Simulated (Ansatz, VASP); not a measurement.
**ZnS in VASP and in Ansatz**

File INCAR:

```
SYSTEM = ZnS
  PREC = Accurate
  ENCUT = 520
  EDIFF = 1E-7
  ISMEAR = 0
  SIGMA = 0.05
  LREAL = .FALSE.
  LASPH = .TRUE.
  NELM = 80
  ALGO = Normal
  ISIF = 2
  LWAVE = .FALSE.
  LCHARG = .FALSE.
  GGA = PS
  NBANDS = 46
```

The input KPOINTS:

```
regular mesh
0
G
  12 12 4
  0 0 0
```

The input POSCAR:

```
ZnS
1.0
    3.7846846186      0.0000000000      0.0000000000
   -1.8923423093      3.2776330250      0.0000000000
    0.0000000000      0.0000000000     12.3926922670
Zn S
4 4
Direct
    0.0000000000      0.0000000000      0.0203154952
    0.0000000000      0.0000000000      0.5203154952
    0.3333333333      0.6666666667      0.2702409511
    0.6666666667      0.3333333333      0.7702409511
    0.0000000000      0.0000000000      0.1872166306
    0.0000000000      0.0000000000      0.6872166306
    0.3333333333      0.6666666667      0.4375732810
    0.6666666667      0.3333333333      0.9375732810
```

Input for Ansatz:

```yaml
crystal:
  lattice:
    - [3.7846846186, 0.0, 0.0]
    - [-1.8923423093, 3.277633025, 0.0]
    - [0.0, 0.0, 12.392692267]
  atoms:
    - { symbol: Zn, position: [0.0, 0.0, 0.0203154952] }
    - { symbol: Zn, position: [0.0, 0.0, 0.5203154952] }
    - { symbol: Zn, position: [0.3333333333, 0.6666666667, 0.2702409511] }
    - { symbol: Zn, position: [0.6666666667, 0.3333333333, 0.7702409511] }
    - { symbol: S, position: [0.0, 0.0, 0.1872166306] }
    - { symbol: S, position: [0.0, 0.0, 0.6872166306] }
    - { symbol: S, position: [0.3333333333, 0.6666666667, 0.437573281] }
    - { symbol: S, position: [0.6666666667, 0.3333333333, 0.937573281] }
basis:
  ecutwfc: 420
kpoints:
  mp_grid: { grid: [12, 12, 4] }
hamiltonian:
  xc: pbesol
scf:
  occupations: { method: gaussian, width: 0.05 }
output:
  forces: true
  stress: true
  eigenvalues: true
```

Change from the starting cell: all Zn atoms moved +0.250 Å, as atom 1 along Cartesian [0 0 1].

Alike in both runs: task single point; functional PBEsol; k mesh 12 × 12 × 4; occupations gaussian, width 0.05 eV; no spin polarisation.

|  | VASP | Ansatz |
| --- | --- | --- |
| version | VASP 6.6.1 | Ansatz 0.2.0 |
| potentials or method | VASP PAW PBE potentials, release 64 (Zn, S), cutoff 520 eV | scalar-relativistic, plane waves, PAW |
| valence electrons in the cell | 72 | 72 |

```csv
,VASP,Ansatz,Ansatz less VASP
gap on the k mesh at the Fermi level (eV),2.03,2.02,-0.011
least direct gap on the mesh (eV),2.03,2.02,-0.011
pressure (GPa),3.3,3.1,-0.21
"traceless stress, the component that is largest in VASP (GPa)",12.69,12.61,-0.079
rms of the force components (eV/Å),1.579,1.573,-0.0058
```

VASP's potentials were made for PBE, not for PBEsol. Atom by atom the forces differ by 0.006 eV/Å (rms over components). With one functional, cell and mesh, what is left measures potentials, basis and numerics.
